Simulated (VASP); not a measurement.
Runs of VASP 6.6.1 on MgF2. The structure is that of space group P4_2/mnm (No. 136), or close to it. The cells are those of the table. 

```csv
level,cell,k mesh,cutoff (eV),gap on the mesh (eV),pressure (GPa),largest force (eV/Å)
PBE,"a = 4.622, b = 4.622, c = 3.046 Å, 6 atoms",6 × 6 × 8,600,(a),3.9,0.03
PBE,"a = 4.650, b = 4.650, c = 3.062 Å, 6 atoms",4 × 4 × 8,600,(b),2.0,0.05
r2SCAN,"a = 4.575, b = 4.575, c = 3.015 Å, 6 atoms",4 × 4 × 8,660,8.26,2.0,0.04
r2SCAN,"a = 4.622, b = 4.622, c = 3.046 Å, 6 atoms",4 × 4 × 8,660,8.03,-1.5,0.01
r2SCAN,"a = 4.528, b = 4.528, c = 2.984 Å, 6 atoms",4 × 4 × 8,660,8.49,6.1,0.10
PBE,"a = 4.698, b = 4.698, c = 3.093 Å, 6 atoms",4 × 4 × 8,600,6.80,-1.0,-
PBE,"a = 4.790, b = 4.790, c = 3.154 Å, 6 atoms",4 × 4 × 8,600,6.41,-5.7,0.09
PBE,"a = 4.602, b = 4.602, c = 3.030 Å, 6 atoms",4 × 4 × 8,600,7.23,5.6,0.10
```

Alike in all rows: task single point; potentials or basis VASP PAW PBE potentials, release 64 (Mg, F); no spin polarisation; smearing gaussian 0.01 eV.

Estimate the missing entries.

(a) 7.12; (b) 7.00.

Caveats: the cell stands under pressure (at least some runs); the PAW data sets were made with another functional, which shifts forces and pressure a little (at least some runs); the cell stands under tension (at least some runs).

A k mesh can miss the band edges.
